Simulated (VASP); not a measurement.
# Sb (R-3m) in VASP: a series of runs

The runs below take Sb through single point, with PBE.

All numbers are computed with VASP 6.6.1; they aren't measurements. Logs are shortened: lines on timing, memory, paths and dates and some standing lists are left out, and cuts for length are marked.

**1. The cell of the first run**

It takes space group R-3m (No. 166, trigonal). The conventional cell has a = 4.636 Å, b = 4.636 Å, c = 11.097 Å, α = 90.00°, β = 90.00°, γ = 120.00°. Sb (site symmetry 3m) has 6 Sb at 3.01 to 3.55 Å within 4.0 Å.

**2. Single point, PBE (strained)**

The input, INCAR:

```
PREC = Accurate
ENCUT = 500
EDIFF = 1E-6
ISMEAR = 0
SIGMA = 0.1
LREAL = False
LASPH = True
NELM = 120
ALGO = Normal
ISIF = 2
LWAVE = False
LCHARG = True
GGA = PE
LELF = True
LVHAR = True
NBANDS = 12
GGA_COMPAT = False
```

The input, KPOINTS:

```
Automatic mesh
0
Gamma
  12 12 12
```

The input, POSCAR:

```
Sb
1.0
    2.3182396279      1.3384362732      3.6988848000
   -2.3182396279      1.3384362732      3.6988848000
    0.0000000000     -2.6768725463      3.6988848000
Sb
2
Direct
    0.2282981197      0.2282981197      0.2282981197
    0.7717018803      0.7717018803      0.7717018803
```

Potentials or basis: VASP PAW PBE potentials, release 64 (Sb).

Command:

```sh
> cat potpaw_PBE.64/Sb/POTCAR > POTCAR
> mpirun -np 1 vasp_std > vasp.out
```

OUTCAR:

```text
PREC = Accurate
   ENCUT = 500
   EDIFF = 1E-6
   ISMEAR = 0
   LREAL = False
   LASPH = True
   NELM = 120
   ISIF = 2
   GGA = PE

 ion  position               nearest neighbor table
   1  0.228  0.228  0.228-   2 3.01   2 3.01   2 3.01   2 3.55   2 3.55   2 3.55
   2  0.772  0.772  0.772-   1 3.01   1 3.01   1 3.01   1 3.55   1 3.55   1 3.55

  LATTYP: Found a trigonal (rhomboedric) cell.
 ALAT       =     4.5658948075
 COS(alpha) =     0.4844214473

  Lattice vectors:

 A1 = (   2.3182396279,   1.3384362732,   3.6988848000)
 A2 = (  -2.3182396279,   1.3384362732,   3.6988848000)
 A3 = (   0.0000000000,  -2.6768725463,   3.6988848000)

Analysis of symmetry for initial positions (statically):
=====================================================================
 Subroutine PRICEL returns:
 Original cell was already a primitive cell.

 Routine SETGRP: Setting up the symmetry group for a
 trigonal (rhombohedral) supercell.

 Subroutine GETGRP returns: Found 12 space group operations
 (whereof 12 operations were pure point group operations)
 out of a pool of 12 trial point group operations.

The static configuration has the point symmetry D_3d.

Analysis of symmetry for dynamics (positions and initial velocities):
=====================================================================
 Subroutine PRICEL returns:
 Original cell was already a primitive cell.

 Routine SETGRP: Setting up the symmetry group for a
 trigonal (rhombohedral) supercell.

 Subroutine GETGRP returns: Found 12 space group operations
 (whereof 12 operations were pure point group operations)
 out of a pool of 12 trial point group operations.

The dynamic configuration has the point symmetry D_3d.

 Subroutine INISYM returns: Found 12 space group operations
 (whereof 12 operations are pure point group operations),
 and found     1 'primitive' translations

----------------------------------------------------------------------------------------

                                     Primitive cell

  volume of cell :      68.8618

  direct lattice vectors                    reciprocal lattice vectors
     2.318239628  1.338436273  3.698884800     0.215680896  0.124523423  0.090117252
    -2.318239628  1.338436273  3.698884800    -0.215680896  0.124523423  0.090117252
     0.000000000 -2.676872546  3.698884800     0.000000000 -0.249046847  0.090117252

  length of vectors
     4.565894808  4.565894808  4.565894807     0.264849865  0.264849865  0.264849865

  position of ions in fractional coordinates (direct lattice)
     0.228298120  0.228298120  0.228298120
     0.771701880  0.771701880  0.771701880

  ion indices of the primitive-cell ions
   primitive index   ion index
                 1           1
                 2           2

----------------------------------------------------------------------------------------

 KPOINTS: Automatic mesh

Automatic generation of k-mesh.
 Grid dimensions read from file:
 generate k-points for:   12   12   12

 Generating k-lattice:

  Cartesian coordinates                     Fractional coordinates (reciprocal lattice)
     0.017973408  0.010376952  0.007509771     0.083333333 -0.000000000  0.000000000
    -0.017973408  0.010376952  0.007509771    -0.000000000  0.083333333  0.000000000
     0.000000000 -0.020753904  0.007509771     0.000000000  0.000000000  0.083333333

  Length of vectors
     0.022070822  0.022070822  0.022070822

  Shift w.r.t. Gamma in fractional coordinates (k-lattice)
     0.000000000  0.000000000  0.000000000

 Subroutine IBZKPT returns following result:
 ===========================================

 Found    189 irreducible k-points:

 Following reciprocal coordinates:
            Coordinates               Weight
  0.000000  0.000000  0.000000      1.000000
  0.083333 -0.000000  0.000000      6.000000
  0.166667  0.000000  0.000000      6.000000
  0.250000  0.000000  0.000000      6.000000
  0.333333  0.000000  0.000000      6.000000
  0.416667  0.000000  0.000000      6.000000
[... 16 lines left out ...]
  0.500000  0.166667  0.000000     12.000000
 -0.416667  0.166667 -0.000000     12.000000
 [... further k-points ...]
   k-points           NKPTS =    189   k-points in BZ     NKDIM =    189   number of bands    NBANDS=     12
   number of dos      NEDOS =    301   number of ions     NIONS =      2
   total plane-waves  NPLWV =  46656
   dimension x,y,z NGX =    36 NGY =   36 NGZ =   36
   dimension x,y,z NGXF=    72 NGYF=   72 NGZF=   72
   ions per type =               2
   NGX,Y,Z   is equivalent  to a cutoff of  13.11, 13.11, 13.11 a.u.
   NGXF,Y,Z  is equivalent  to a cutoff of  26.22, 26.22, 26.22 a.u.
 SYSTEM =  unknown system
   PREC   = accura    normal or accurate (medium, high low for compatibility)
   ISTART =      0    job   : 0-new  1-cont  2-samecut
   ICHARG =      2    charge: 1-file 2-atom 10-const
   ISPIN  =      1    spin polarized calculation?
   LNONCOLLINEAR =      F non collinear calculations
   LSORBIT =      F    spin-orbit coupling
   LASPH  =      T    aspherical Exc in radial PAW
   ENCUT  =  500.0 eV  36.75 Ry    6.06 a.u.   8.32  8.32  8.32*2*pi/ulx,y,z
   NELM   =    120;   NELMIN=  2; NELMDL= -5     # of ELM steps
   EDIFF  = 0.1E-05   stopping-criterion for ELM
   LREAL  =      F    real-space projection
   EDIFFG = 0.1E-04   stopping-criterion for IOM
   NSW    =      0    number of steps for IOM
   IBRION =     -1    ionic relax: 0-MD 1-quasi-New 2-CG
   NFREE  =      0    steps in history (QN), initial steepest desc. (CG)
   ISIF   =      2    stress and relaxation
   ISYM   =      2    0-nonsym 1-usesym 2-fastsym
   POTIM  = 0.5000    time-step for ionic-motion
   TEBEG  =    0.0;   TEEND  =   0.0 temperature during run
   PSTRESS=    0.0 pullay stress
   NELECT =      10.0000    total number of electrons
   NUPDOWN=      -1.0000    fix difference up-down
   EMIN   =  10.00;   EMAX   =-10.00  energy-range for DOS
   EFERMI =   0.00;   METHOD = LEGACY
   ISMEAR =     0;   SIGMA  =   0.10  broadening in eV -4-tet -1-fermi 0-gaus
   EFERMI_NEDOS =   21; number of points for ismear=-14 and -15
   IALGO  =     38    algorithm
   IMIX   =      4    mixing-type and parameters
     AMIX     =   0.40;   BMIX     =  1.00
     AMIX_MAG =   1.60;   BMIX_MAG =  1.00
  volume/ion in A,a.u.               =      34.43       232.35
  Fermi-wavevector in a.u.,A,eV,Ry     =   0.860496  1.626101 10.074477  0.740453
  Thomas-Fermi vector in A             =   1.978009
   LORBIT       =      0    0 simple, 1 ext, 2 COOP (PROOUT), +10 PAW based schemes
   GGA     = PE    functional components
   LHFCALC =     F    Hartree Fock is set to
   AEXX    =    0.0000 exact exchange contribution
   IVDW    =     0    specifies the selected vdW correction
   LEPSILON=     F    determine dielectric tensor
   LRPA    =     F    only Hartree local field effects (RPA)
 non-spin polarized calculation
 Gauss-broadening in eV      SIGMA  =   0.10
  energy-cutoff  :      500.00
  volume of cell :       68.86
 maximum number of plane-waves:      1777
 NGX is ok and might be reduce to    36
   NGX = 17   NGY = 17   NGZ = 17

 number of electron      10.0000000 magnetization

 Free energy of the ion-electron system (eV)
  ---------------------------------------------------
  ext. energy  EPLUGINS =         0.00000000
  ---------------------------------------------------
  free energy    TOTEN  =        -8.14846624 eV

  energy without entropy =       -8.14714122  energy(sigma->0) =       -8.14780373

 E-fermi :   5.4372     XC(G=0):  -8.9741

 val. band max:        5.3981671260   @ k =   0.2500   0.1667   0.0833
 cond. band min:       5.4878070842   @ k =   0.5000   0.0000   0.0000
 fundamental gap:      0.0896399581
 Fermi energy:         5.4371523900

 k-point     1 :       0.0000    0.0000    0.0000
  band No.  band energies     occupation
      1      -6.0792      2.00000
      2       0.3630      2.00000
      3       3.8113      2.00000
      4       3.8113      2.00000
      5       4.6911      2.00000
      6       7.3748      0.00000
      7       8.2040      0.00000
      8       8.2040      0.00000
      9      10.7286      0.00000
     10      10.7286      0.00000
     11      11.6676      0.00000
     12      12.4838      0.00000

 k-point     2 :       0.0833   -0.0000    0.0000
  band No.  band energies     occupation
      1      -6.0151      2.00000
      2       0.1077      2.00000
      3       3.8041      2.00000
      4       3.9366      2.00000
      5       4.6875      2.00000
      6       7.3156      0.00000
      7       8.0645      0.00000
      8       8.0922      0.00000
      9      10.5487      0.00000
     10      10.6792      0.00000
     11      11.4320      0.00000
     12      12.8457      0.00000

 k-point     3 :       0.1667    0.0000    0.0000
  band No.  band energies     occupation
      1      -5.8238      2.00000
      2      -0.5237      2.00000
      3       3.7879      2.00000
      4       4.1818      2.00000
      5       4.6954      2.00000
      6       7.0938      0.00000
      7       7.7474      0.00000
      8       7.7714      0.00000
      9      10.3636      0.00000
     10      10.8033      0.00000
     11      11.4567      0.00000
     12      13.6655      0.00000
[... 286 lines left out ...]
 k-point    23 :       0.5000    0.1667    0.0000
  band No.  band energies     occupation
      1      -4.2414      2.00000
      2      -3.0658      2.00000
      3       2.5356      2.00000
      4       3.8195      2.00000
      5       4.2280      2.00000
      6       6.8690      0.00000
      7       7.7262      0.00000
      8       8.2939      0.00000
      9      10.7400      0.00000
     10      13.4655      0.00000
     11      14.3315      0.00000
     12      14.6889      0.00000

 k-point    24 :      -0.4167    0.1667   -0.0000
  band No.  band energies     occupation
      1      -4.0395      2.00000
      2      -3.3258      2.00000
      3       2.3960      2.00000
      4       4.1050      2.00000
      5       4.3834      2.00000
      6       6.6327      0.00000
      7       7.3484      0.00000
      8       8.5340      0.00000
      9      11.6723      0.00000
     10      12.4478      0.00000
     11      13.5197      0.00000
     12      15.2775      0.00000

 [... further k-points ...]

------------------------ aborting loop because EDIFF is reached ----------------------------------------

  FORCE on cell =-STRESS in cart. coord.  units (eV):
  Direction    XX          YY          ZZ          XY          YZ          ZX
  --------------------------------------------------------------------------------------
  -------------------------------------------------------------------------------------
  Total       -1.8919623     -1.8919623     -0.0412116      0.0000000     -0.0000000      0.0000000
  in kB      -44.0194882    -44.0194882     -0.9588521      0.0000000     -0.0000000      0.0000000
  external PRESSURE =     -29.6659428 kB  Pullay stress =       0.0000000 kB

 VOLUME and BASIS-vectors are now :
 -----------------------------------------------------------------------------
  energy-cutoff  :      500.00
  volume of cell :       68.86
      direct lattice vectors                 reciprocal lattice vectors
     2.318239628  1.338436273  3.698884800     0.215680896  0.124523423  0.090117252
    -2.318239628  1.338436273  3.698884800    -0.215680896  0.124523423  0.090117252
     0.000000000 -2.676872546  3.698884800     0.000000000 -0.249046847  0.090117252

 POSITION                                       TOTAL-FORCE (eV/Angst)
 -----------------------------------------------------------------------------------
      0.00000      0.00000      2.53335         0.000000      0.000000      0.238076
      0.00000      0.00000      8.56331         0.000000     -0.000000     -0.238076
 -----------------------------------------------------------------------------------
    total drift:                                0.000000      0.000000     -0.000000

  FREE ENERGIE OF THE ION-ELECTRON SYSTEM (eV)
  ---------------------------------------------------
  free  energy   TOTEN  =        -8.1484662351 eV

  energy  without entropy=       -8.1471412175  energy(sigma->0) =       -8.14780373
```

Run time: 1.7 min. Hardware: 1 thread of Intel Xeon 8259CL, shared host; peak memory 0.28 GiB.

What came out:

- Free energy: -8.1485 eV
- Pressure: -3.0 GPa
- Largest force: 0.238 eV/Å
- Band gap on the k mesh: zero (bands 5 and 6 overlap by 0.07 eV)

Forces on the atoms (eV/Å):
```
Sb   0.000  0.000  0.238
Sb   0.000  0.000 -0.238
```

Levels at points of the mesh, in eV from the Fermi level:
| k point | band 3 | band 4 | band 5 | band 6 | band 7 | band 8 |
| --- | --- | --- | --- | --- | --- | --- |
| (0.00, 0.00, 0.00) | -1.63 | -1.63 | -0.75 | 1.94 | 2.77 | 2.77 |
| (0.50, 0.00, 0.00) | -1.66 | -0.94 | -0.09 | 0.05 | 1.15 | 1.30 |
| (0.50, 0.50, 0.00) | -4.30 | -3.18 | -2.50 | 1.88 | 4.77 | 5.41 |
| (0.50, 0.50, 0.50) | -1.31 | -1.31 | -1.12 | 0.36 | 0.36 | 1.03 |

Caveat: the cell differs from its parent crystal (strained); spin-orbit coupling is left out, which moves the levels of the heavy elements.

**3. Single point, PBE (strained)**

The input, INCAR:

```
SYSTEM = Sb
ALGO     = Normal         ! electronic algorithm
EDIFF    = 1E-6           ! SCF threshold, eV
ENCUT    = 500            ! plane-wave cutoff, eV
GGA      = PE             ! functional
GGA_COMPAT= .False.      
ISIF     = 2              ! what is computed and relaxed
ISMEAR   = 0              ! smearing method
LASPH    = .True.         ! aspherical terms in the spheres
LCHARG   = .False.        ! write CHGCAR
LREAL    = .False.        ! projectors in reciprocal space
LWAVE    = .False.        ! write WAVECAR
NBANDS   = 12             ! bands
NELM     = 120            ! most SCF steps
PREC     = Accurate       ! precision mode
SIGMA    = 0.1            ! smearing width, eV
```

The input, KPOINTS:

```
k-points
0
Gamma
  12 12 12
  0 0 0
```

The input, POSCAR:

```
Sb
1.0
    2.1316965551      1.2307355799      3.7672502400
   -2.1316965551      1.2307355799      3.7672502400
    0.0000000000     -2.4614711597      3.7672502400
Sb
2
Direct
    0.2363109402      0.2363109402      0.2363109402
    0.7636890598      0.7636890598      0.7636890598
```

Potentials or basis: VASP PAW PBE potentials, release 64 (Sb).

Command:

```sh
> cat potpaw_PBE.64/Sb/POTCAR > POTCAR
> mpirun -np 1 vasp_std > vasp.out
```

OUTCAR:

```text
SYSTEM = Sb
   EDIFF = 1E-6
   ENCUT = 500
   GGA = PE
   ISIF = 2
   ISMEAR = 0
   LASPH = .True.
   LREAL = .False.
   NELM = 120
   PREC = Accurate

 ion  position               nearest neighbor table
   1  0.236  0.236  0.236-   2 2.92   2 2.92   2 2.92   2 3.30   2 3.30   2 3.30
   2  0.764  0.764  0.764-   1 2.92   1 2.92   1 2.92   1 3.30   1 3.30   1 3.30

  LATTYP: Found a trigonal (rhomboedric) cell.
 ALAT       =     4.5001127365
 COS(alpha) =     0.5512195035

  Lattice vectors:
[... 550 lines left out ...]

------------------------ aborting loop because EDIFF is reached ----------------------------------------

  FORCE on cell =-STRESS in cart. coord.  units (eV):
  Direction    XX          YY          ZZ          XY          YZ          ZX
  --------------------------------------------------------------------------------------
  -------------------------------------------------------------------------------------
  Total        1.3386714      1.3386714      0.8253417     -0.0000000      0.0000000      0.0000000
  in kB       36.1675193     36.1675193     22.2986471     -0.0000000      0.0000000      0.0000000
  external PRESSURE =      31.5445619 kB  Pullay stress =       0.0000000 kB

 VOLUME and BASIS-vectors are now :
 -----------------------------------------------------------------------------
  energy-cutoff  :      500.00
  volume of cell :       59.30
      direct lattice vectors                 reciprocal lattice vectors
     2.131696555  1.230735580  3.767250240     0.234554960  0.135420369  0.088481867
    -2.131696555  1.230735580  3.767250240    -0.234554960  0.135420369  0.088481867
     0.000000000 -2.461471160  3.767250240     0.000000000 -0.270840738  0.088481867

 POSITION                                       TOTAL-FORCE (eV/Angst)
 -----------------------------------------------------------------------------------
      0.00000      0.00000      2.67073         0.000000      0.000000      0.012217
      0.00000      0.00000      8.63102         0.000000     -0.000000     -0.012217
 -----------------------------------------------------------------------------------
    total drift:                               -0.000000     -0.000000      0.000000

  FREE ENERGIE OF THE ION-ELECTRON SYSTEM (eV)
  ---------------------------------------------------
  free  energy   TOTEN  =        -8.2338138898 eV

  energy  without entropy=       -8.2320493904  energy(sigma->0) =       -8.23293164
```

It took 98 s on 1 thread of Intel Xeon 8259CL, shared host; peak memory 0.27 GiB.

Results:

| Item | Value |
| --- | --- |
| Free energy | -8.2338 eV |
| Pressure | 3.2 GPa |
| Largest force | 0.012 eV/Å |
| Band gap on the k mesh | zero (bands 5 and 6 overlap by 0.30 eV) |

Forces in eV/Å, atoms in the order of the input:
```
Sb   0.000  0.000  0.012
Sb   0.000  0.000 -0.012
```

Stress tensor (GPa, compression positive):
```
3.62 0.00 0.00
0.00 3.62 0.00
0.00 0.00 2.23
```

Caveat: the cell differs from its parent crystal (strained); the cell stands under pressure; spin-orbit coupling is left out, which moves the levels of the heavy elements.

(Continued in part 2 of 2.)

The gap in the log of VASP goes by the Fermi energy; the results here count the filled bands.